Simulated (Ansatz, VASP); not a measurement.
CdSe in VASP and in Ansatz

Contents of INCAR:

```
SYSTEM = CdSe
AGGAC = 1.0
AGGAX = 1.0
ALDAC = 0.0
ALDAX = 1.0
ALGO = Normal
EDIFF = 1E-6
EDIFFG = -0.02
ENCUT = 600
GGA = B5
IBRION = 2
ISIF = 3
ISMEAR = -1
IVDW = 12
LASPH = .TRUE.
LCHARG = .FALSE.
LREAL = .FALSE.
LWAVE = .FALSE.
NELM = 60
NSW = 80
PREC = Accurate
SIGMA = 0.05
VDW_A1 = 0.4298
VDW_A2 = 4.2359
VDW_S6 = 1.0
VDW_S8 = 2.6996
```

The input KPOINTS:

```
k-points
0
G
  8 8 8
  0 0 0
```

File POSCAR:

```
CdSe
1.0
    0.0000000000      3.0702711986      3.0702711986
    3.0702711986      0.0000000000      3.0702711986
    3.0702711986      3.0702711986      0.0000000000
Cd Se
1 1
Direct
    0.0000000000      0.0000000000      0.0000000000
    0.2500000000      0.2500000000      0.2500000000
```

File input.yaml:

```yaml
crystal:
  lattice:
    - [0.0, 3.0702711986, 3.0702711986]
    - [3.0702711986, 0.0, 3.0702711986]
    - [3.0702711986, 3.0702711986, 0.0]
  atoms:
    - { symbol: Cd, position: [0.0, 0.0, 0.0] }
    - { symbol: Se, position: [0.25, 0.25, 0.25] }
kpoints:
  mp_grid: { grid: [8, 8, 8] }
scf:
  occupations: { method: fermi_dirac, width: 0.05 }
hamiltonian:
  xc: blyp
  dispersion: d3bj
  pseudopotentials: { kind: all_electron, lapw: { basis_error: 0.001 } }
output:
  forces: true
  stress: true
relax:
  f_tol: 0.02
  max_steps: 60
  cell: {}
```

Alike in both runs: task relaxation of cell and atoms; functional BLYP; dispersion D3(BJ); k mesh 8 × 8 × 8; occupations fermi-dirac, width 0.05 eV; no spin polarisation.

|  | VASP | Ansatz |
| --- | --- | --- |
| version | VASP 6.6.1 | Ansatz 0.2.0 |
| potentials or method | VASP PAW PBE potentials, release 64 (Cd, Se), cutoff 600 eV | all-electron LAPW, scalar-relativistic |

Ansatz gave:

| Property | Result |
| --- | --- |
| relaxed volume (Å³/atom) | 28.59 |
| relaxed cell length with the largest relative difference (Å) | 4.324 |

Question: What did VASP give for the same quantities?

Answer: Relaxed volume (Å³/atom): 28.76; relaxed cell length with the largest relative difference (Å): 4.333.

VASP's potentials were made for PBE, not for BLYP. Ansatz ran all-electron here, and VASP with PAW potentials.
